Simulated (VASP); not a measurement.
The system is Ba.

```
Ba
1.0
    -2.50650    2.50650    2.50650
     2.50650   -2.50650    2.50650
     2.50650    2.50650   -2.50650
Ba
1
Direct
  0.00000 0.00000 0.00000
```

```yaml
Program: VASP 6.6.1
Task: relaxation of cell and atoms
Functional: LDA
Potentials_or_basis: VASP PAW LDA potentials, release 64 (Ba_sv)
Cutoff: 600 eV
k_mesh: 5 × 5 × 5
Occupations: methfessel-paxton, width 0.1 eV
Spin: no spin polarisation
```

At the start: pressure -1.5 GPa; volume 62.99 Å³/atom.

Question: How do energy, volume and symmetry change on relaxing?

Answer: Over 4 steps the energy falls by 49.3 meV/atom and the volume is 53.35 Å³/atom (-15.3 %); space group Im-3m (No. 229, to 0.05 Å).

The path:
```tsv
step	energy change (eV)	largest force (eV/Å)	pressure (GPa)	volume (Å³)
1	0.0000	0.0000	-1.48	62.99
2	-0.0376	0.0000	-0.81	57.83
3	-0.0490	0.0000	-0.14	54.08
4	-0.0493	0.0000	0.01	53.35
```

Final structure:
```
CELL_PARAMETERS angstrom
-2.37155 2.37155 2.37155
2.37155 -2.37155 2.37155
2.37155 2.37155 -2.37155
ATOMIC_POSITIONS crystal
Ba 0.00000 0.00000 0.00000
```

Caveat: the volume moved by over 15 % at a fixed basis, so the end points are rough; the volume moved by -15 % from the deposited cell, more than functionals usually miss.
